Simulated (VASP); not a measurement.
# Bi (Fd-3m) in VASP: further runs

Runs on Bi. Level: PBE. Tasks: single point.

Everything below comes from runs of VASP 6.6.1. Logs are shortened: lines on timing, memory, paths and dates and some standing lists are left out, and cuts for length are marked.

**1. The cell of the first run**

It takes space group Fd-3m (No. 227, cubic). Conventional cell: a = 5.777 Å, b = 5.777 Å, c = 5.777 Å, α = 90.00°, β = 90.00°, γ = 90.00°. Bi (site symmetry -43m) has 4 Bi at 2.50 Å within 3.3 Å.

This isn't the form of Bi at room conditions, which is rhombohedral.

**2. Single point, PBE**

File INCAR:

```
SYSTEM = Bi
PREC = Accurate
ENCUT = 520
EDIFF = 1E-6
ISMEAR = -1
SIGMA = 0.08
LREAL = .False.
LASPH = .True.
NELM = 60
ALGO = Normal
ISIF = 2
LWAVE = .False.
LCHARG = .False.
GGA = PE
NBANDS = 22
```

File KPOINTS:

```
regular mesh
0
Gamma
  12 12 12
  0 0 0
```

File POSCAR:

```
Bi
1.0
    0.0000000000      2.8886078240      2.8886078240
    2.8886078240      0.0000000000      2.8886078240
    2.8886078240      2.8886078240      0.0000000000
Bi
2
Direct
   -0.1250000000     -0.1250000000     -0.1250000000
    0.1250000000      0.1250000000      0.1250000000
```

Potentials or basis: VASP PAW PBE potentials, release 64 (Bi_d).

On the command line:

```console
$ cat potpaw_PBE.64/Bi_d/POTCAR > POTCAR
$ mpirun -np 1 vasp_std > vasp.out
```

OUTCAR:

```text
SYSTEM = Bi
   PREC = Accurate
   ENCUT = 520
   EDIFF = 1E-6
   ISMEAR = -1
   LREAL = .False.
   LASPH = .True.
   NELM = 60
   ISIF = 2
   GGA = PE

 ion  position               nearest neighbor table
   1  0.875  0.875  0.875-   2 2.50   2 2.50   2 2.50   2 2.50
   2  0.125  0.125  0.125-   1 2.50   1 2.50   1 2.50   1 2.50

  LATTYP: Found a face centered cubic cell.
 ALAT       =     5.7772156480

  Lattice vectors:

 A1 = (   0.0000000000,   2.8886078240,   2.8886078240)
 A2 = (   2.8886078240,   0.0000000000,   2.8886078240)
 A3 = (   2.8886078240,   2.8886078240,   0.0000000000)

Analysis of symmetry for initial positions (statically):
=====================================================================
 Subroutine PRICEL returns:
 Original cell was already a primitive cell.

 Routine SETGRP: Setting up the symmetry group for a
 face centered cubic supercell.

 Subroutine GETGRP returns: Found 48 space group operations
 (whereof 12 operations were pure point group operations)
 out of a pool of 48 trial point group operations.

The static configuration has the point symmetry D_3d.
 The point group associated with its full space group is O_h .

Analysis of symmetry for dynamics (positions and initial velocities):
=====================================================================
 Subroutine PRICEL returns:
 Original cell was already a primitive cell.

 Routine SETGRP: Setting up the symmetry group for a
 face centered cubic supercell.

 Subroutine GETGRP returns: Found 48 space group operations
 (whereof 12 operations were pure point group operations)
 out of a pool of 48 trial point group operations.

The dynamic configuration has the point symmetry D_3d.
 The point group associated with its full space group is O_h .

 Subroutine INISYM returns: Found 48 space group operations
 (whereof 12 operations are pure point group operations),
 and found     1 'primitive' translations

----------------------------------------------------------------------------------------

                                     Primitive cell

  volume of cell :      48.2054

  direct lattice vectors                    reciprocal lattice vectors
     0.000000000  2.888607824  2.888607824    -0.173093764  0.173093764  0.173093764
     2.888607824  0.000000000  2.888607824     0.173093764 -0.173093764  0.173093764
     2.888607824  2.888607824  0.000000000     0.173093764  0.173093764 -0.173093764

  length of vectors
     4.085108361  4.085108361  4.085108361     0.299807193  0.299807193  0.299807193

  position of ions in fractional coordinates (direct lattice)
     0.875000000  0.875000000  0.875000000
     0.125000000  0.125000000  0.125000000

  ion indices of the primitive-cell ions
   primitive index   ion index
                 1           1
                 2           2

----------------------------------------------------------------------------------------

 KPOINTS: regular mesh

Automatic generation of k-mesh.
 Grid dimensions read from file:
 generate k-points for:   12   12   12

 Generating k-lattice:

  Cartesian coordinates                     Fractional coordinates (reciprocal lattice)
    -0.014424480  0.014424480  0.014424480     0.083333333  0.000000000  0.000000000
     0.014424480 -0.014424480  0.014424480     0.000000000  0.083333333  0.000000000
     0.014424480  0.014424480 -0.014424480     0.000000000  0.000000000  0.083333333

  Length of vectors
     0.024983933  0.024983933  0.024983933

  Shift w.r.t. Gamma in fractional coordinates (k-lattice)
     0.000000000  0.000000000  0.000000000

 Subroutine IBZKPT returns following result:
 ===========================================

 Found     72 irreducible k-points:

 Following reciprocal coordinates:
            Coordinates               Weight
  0.000000  0.000000  0.000000      1.000000
  0.083333  0.000000  0.000000      8.000000
  0.166667  0.000000  0.000000      8.000000
  0.250000  0.000000  0.000000      8.000000
  0.333333  0.000000  0.000000      8.000000
  0.416667  0.000000  0.000000      8.000000
[... 16 lines left out ...]
  0.500000  0.166667  0.000000     24.000000
 -0.416667  0.166667  0.000000     24.000000
 [... further k-points ...]
   k-points           NKPTS =     72   k-points in BZ     NKDIM =     72   number of bands    NBANDS=     22
   number of dos      NEDOS =    301   number of ions     NIONS =      2
   total plane-waves  NPLWV =  27000
   dimension x,y,z NGX =    30 NGY =   30 NGZ =   30
   dimension x,y,z NGXF=    60 NGYF=   60 NGZF=   60
   ions per type =               2
   NGX,Y,Z   is equivalent  to a cutoff of  12.21, 12.21, 12.21 a.u.
   NGXF,Y,Z  is equivalent  to a cutoff of  24.42, 24.42, 24.42 a.u.
 SYSTEM =  Bi
   PREC   = accura    normal or accurate (medium, high low for compatibility)
   ISTART =      0    job   : 0-new  1-cont  2-samecut
   ICHARG =      2    charge: 1-file 2-atom 10-const
   ISPIN  =      1    spin polarized calculation?
   LNONCOLLINEAR =      F non collinear calculations
   LSORBIT =      F    spin-orbit coupling
   LASPH  =      T    aspherical Exc in radial PAW
   ENCUT  =  520.0 eV  38.22 Ry    6.18 a.u.   7.60  7.60  7.60*2*pi/ulx,y,z
   NELM   =     60;   NELMIN=  2; NELMDL= -5     # of ELM steps
   EDIFF  = 0.1E-05   stopping-criterion for ELM
   LREAL  =      F    real-space projection
   EDIFFG = 0.1E-04   stopping-criterion for IOM
   NSW    =      0    number of steps for IOM
   IBRION =     -1    ionic relax: 0-MD 1-quasi-New 2-CG
   NFREE  =      0    steps in history (QN), initial steepest desc. (CG)
   ISIF   =      2    stress and relaxation
   ISYM   =      2    0-nonsym 1-usesym 2-fastsym
   POTIM  = 0.5000    time-step for ionic-motion
   TEBEG  =    0.0;   TEEND  =   0.0 temperature during run
   PSTRESS=    0.0 pullay stress
   NELECT =      30.0000    total number of electrons
   NUPDOWN=      -1.0000    fix difference up-down
   EMIN   =  10.00;   EMAX   =-10.00  energy-range for DOS
   EFERMI =   0.00;   METHOD = LEGACY
   ISMEAR =    -1;   SIGMA  =   0.08  broadening in eV -4-tet -1-fermi 0-gaus
   EFERMI_NEDOS =   21; number of points for ismear=-14 and -15
   IALGO  =     38    algorithm
   IMIX   =      4    mixing-type and parameters
     AMIX     =   0.40;   BMIX     =  1.00
     AMIX_MAG =   1.60;   BMIX_MAG =  1.00
  volume/ion in A,a.u.               =      24.10       162.65
  Fermi-wavevector in a.u.,A,eV,Ry     =   1.397709  2.641286 26.580200  1.953590
  Thomas-Fermi vector in A             =   2.520938
   LORBIT       =      0    0 simple, 1 ext, 2 COOP (PROOUT), +10 PAW based schemes
   GGA     = PE    functional components
   LHFCALC =     F    Hartree Fock is set to
   AEXX    =    0.0000 exact exchange contribution
   IVDW    =     0    specifies the selected vdW correction
   LEPSILON=     F    determine dielectric tensor
   LRPA    =     F    only Hartree local field effects (RPA)
 non-spin polarized calculation
  energy-cutoff  :      520.00
  volume of cell :       48.21
 maximum number of plane-waves:      1316
   NGX = 15   NGY = 15   NGZ = 15

 number of electron      30.0000000 magnetization

 Free energy of the ion-electron system (eV)
  ---------------------------------------------------
  ext. energy  EPLUGINS =         0.00000000
  ---------------------------------------------------
  free energy    TOTEN  =         0.02832437 eV

  energy without entropy =        0.04082279  energy(sigma->0) =        0.03457358

 E-fermi :  12.3105     XC(G=0): -11.2379

 val. band max:       12.2438894402   @ k =   0.1667   0.1667   0.0000
 cond. band min:      12.3465276560   @ k =   0.2500   0.2500   0.0000
 fundamental gap:      0.1026382158
 Fermi energy:        12.3105483109

 k-point     1 :       0.0000    0.0000    0.0000
  band No.  band energies     occupation
      1     -13.0770      2.00000
      2     -13.0770      2.00000
      3     -13.0770      2.00000
      4     -12.8620      2.00000
      5     -12.8620      2.00000
      6     -11.7672      2.00000
[... 14 lines left out ...]
     21      18.8296      0.00000
     22      18.8296      0.00000

 k-point     2 :       0.0833    0.0000    0.0000
  band No.  band energies     occupation
      1     -13.0968      2.00000
      2     -13.0968      2.00000
      3     -13.0738      2.00000
      4     -12.8336      2.00000
      5     -12.8336      2.00000
      6     -11.7894      2.00000
[... 14 lines left out ...]
     21      18.5747      0.00000
     22      18.5747      0.00000

 k-point     3 :       0.1667    0.0000    0.0000
  band No.  band energies     occupation
      1     -13.1334      2.00000
      2     -13.1334      2.00000
      3     -13.0650      2.00000
      4     -12.7745      2.00000
      5     -12.7745      2.00000
      6     -11.8324      2.00000
[... 14 lines left out ...]
     21      18.2713      0.00000
     22      18.5164      0.00000

 k-point     4 :       0.2500    0.0000    0.0000
  band No.  band energies     occupation
      1     -13.1641      2.00000
      2     -13.1641      2.00000
      3     -13.0527      2.00000
      4     -12.7166      2.00000
      5     -12.7166      2.00000
      6     -11.8748      2.00000
[... 14 lines left out ...]
     21      18.3385      0.00000
     22      20.1761      0.00000

 k-point     5 :       0.3333    0.0000    0.0000
  band No.  band energies     occupation
      1     -13.1831      2.00000
      2     -13.1831      2.00000
      3     -13.0400      2.00000
      4     -12.6756      2.00000
      5     -12.6756      2.00000
      6     -11.9277      2.00000
[... 14 lines left out ...]
     21      18.8658      0.00000
     22      22.3073      0.00000

 k-point     6 :       0.4167    0.0000    0.0000
  band No.  band energies     occupation
      1     -13.1921      2.00000
      2     -13.1921      2.00000
      3     -13.0303      2.00000
      4     -12.6546      2.00000
      5     -12.6546      2.00000
      6     -11.9663      2.00000
[... 14 lines left out ...]
     21      19.6218      0.00000
     22      23.0807      0.00000

 k-point     7 :       0.5000    0.0000    0.0000
  band No.  band energies     occupation
      1     -13.1945      2.00000
      2     -13.1945      2.00000
      3     -13.0268      2.00000
      4     -12.6487      2.00000
      5     -12.6487      2.00000
      6     -11.9803      2.00000
[... 324 lines left out ...]
      6     -12.1433      2.00000
[... 14 lines left out ...]
     21      19.8148      0.00000
     22      19.9794      0.00000

 k-point    21 :       0.3333    0.1667    0.0000
  band No.  band energies     occupation
      1     -13.2219      2.00000
      2     -13.1726      2.00000
      3     -13.0448      2.00000
      4     -12.6728      2.00000
      5     -12.5481      2.00000
      6     -12.2027      2.00000
[... 14 lines left out ...]
     21      20.0299      0.00000
     22      21.0127      0.00000

 k-point    22 :       0.4167    0.1667    0.0000
  band No.  band energies     occupation
      1     -13.2575      2.00000
      2     -13.1941      2.00000
      3     -12.9901      2.00000
      4     -12.6201      2.00000
      5     -12.5256      2.00000
      6     -12.2179      2.00000
[... 14 lines left out ...]
     21      20.4599      0.00000
     22      22.1425      0.00000

 k-point    23 :       0.5000    0.1667    0.0000
  band No.  band energies     occupation
      1     -13.2775      2.00000
      2     -13.2113      2.00000
      3     -12.9422      2.00000
      4     -12.5748      2.00000
      5     -12.5434      2.00000
      6     -12.1916      2.00000
[... 14 lines left out ...]
     21      20.4149      0.00000
     22      22.7423      0.00000

 k-point    24 :      -0.4167    0.1667    0.0000
  band No.  band energies     occupation
      1     -13.2789      2.00000
      2     -13.2236      2.00000
      3     -12.9166      2.00000
      4     -12.5880      2.00000
      5     -12.5416      2.00000
      6     -12.1405      2.00000
[... 14 lines left out ...]
     21      19.4776      0.00000
     22      23.9748      0.00000

 [... further k-points ...]

------------------------ aborting loop because EDIFF is reached ----------------------------------------

  FORCE on cell =-STRESS in cart. coord.  units (eV):
  Direction    XX          YY          ZZ          XY          YZ          ZX
  --------------------------------------------------------------------------------------
  -------------------------------------------------------------------------------------
  Total       27.6428810     27.6428810     27.6428810      0.0000000      0.0000000     -0.0000000
  in kB      918.7516695    918.7516695    918.7516695      0.0000000      0.0000000     -0.0000000
  external PRESSURE =     918.7516695 kB  Pullay stress =       0.0000000 kB

 VOLUME and BASIS-vectors are now :
 -----------------------------------------------------------------------------
  energy-cutoff  :      520.00
  volume of cell :       48.21
      direct lattice vectors                 reciprocal lattice vectors
     0.000000000  2.888607824  2.888607824    -0.173093764  0.173093764  0.173093764
     2.888607824  0.000000000  2.888607824     0.173093764 -0.173093764  0.173093764
     2.888607824  2.888607824  0.000000000     0.173093764  0.173093764 -0.173093764

 POSITION                                       TOTAL-FORCE (eV/Angst)
 -----------------------------------------------------------------------------------
      5.05506      5.05506      5.05506        -0.000000     -0.000000     -0.000000
      0.72215      0.72215      0.72215         0.000000      0.000000      0.000000
 -----------------------------------------------------------------------------------
    total drift:                               -0.000000      0.000000      0.000000

  FREE ENERGIE OF THE ION-ELECTRON SYSTEM (eV)
  ---------------------------------------------------
  free  energy   TOTEN  =         0.0283243669 eV

  energy  without entropy=        0.0408227885  energy(sigma->0) =        0.03457358
```

Wall time 92 s (1 thread of Intel Xeon 8259CL, shared host); peak memory 0.2 GiB.

What came out:

```
Free energy            : 0.0283 eV
Pressure               : 91.9 GPa
Band gap on the k mesh : zero (bands 15 and 16 overlap by 3.44 eV)
```

Levels at points of the mesh, in eV from the Fermi level:
| k point | band 12 | band 13 | band 14 | band 15 | band 16 | band 17 | band 18 | band 19 |
| --- | --- | --- | --- | --- | --- | --- | --- | --- |
| (0.00, 0.00, 0.00) | -4.39 | -2.06 | -2.06 | -2.06 | 0.38 | 0.38 | 0.38 | 2.33 |
| (0.50, 0.00, 0.00) | -11.87 | -4.11 | -4.11 | -3.05 | 1.95 | 1.95 | 3.29 | 7.73 |
| (0.50, 0.50, 0.00) | -13.62 | -6.23 | -6.23 | -1.66 | -1.66 | 7.96 | 7.96 | 9.52 |

Caveat: the cell stands under pressure; spin-orbit coupling is left out, which moves the levels of the heavy elements.

**3. Single point, PBE**

File INCAR:

```
PREC = Accurate ; ENCUT = 520
EDIFF = 1E-7 ; ISMEAR = -1
SIGMA = 0.08 ; LREAL = F
LASPH = T ; NELM = 80
ALGO = Normal ; ISIF = 2
LWAVE = F ; LCHARG = T
GGA = PE ; LELF = T
LVHAR = T ; NBANDS = 22
```

File KPOINTS:

```
regular mesh
0
Gamma
  12 12 12
```

POSCAR is that of step 2.

Potentials or basis: VASP PAW PBE potentials, release 64 (Bi_d).

On the command line:

```console
$ cat potpaw_PBE.64/Bi_d/POTCAR > POTCAR
$ mpirun -np 1 vasp_std > vasp.out
```

It took 1.7 min on 1 thread of Intel Xeon 8259CL, shared host; peak memory 0.2 GiB.

It converged, with:

- Free energy: 0.0283 eV
- Pressure: 91.9 GPa
- Band gap on the k mesh: zero (bands 15 and 16 overlap by 3.44 eV)

Levels at points of the mesh, in eV from the Fermi level:
```tsv
k point	band 11	band 12	band 13	band 14	band 15	band 16	band 17	band 18	band 19	band 20
(0.00, 0.00, 0.00)	-18.28	-4.39	-2.06	-2.06	-2.06	0.38	0.38	0.38	2.33	6.52
(0.50, 0.00, 0.00)	-15.75	-11.87	-4.11	-4.11	-3.05	1.95	1.95	3.29	7.73	7.73
(0.50, 0.50, 0.00)	-13.62	-13.62	-6.23	-6.23	-1.66	-1.66	7.96	7.96	9.52	9.52
```

Caveat: the cell stands under pressure; spin-orbit coupling is left out, which moves the levels of the heavy elements.
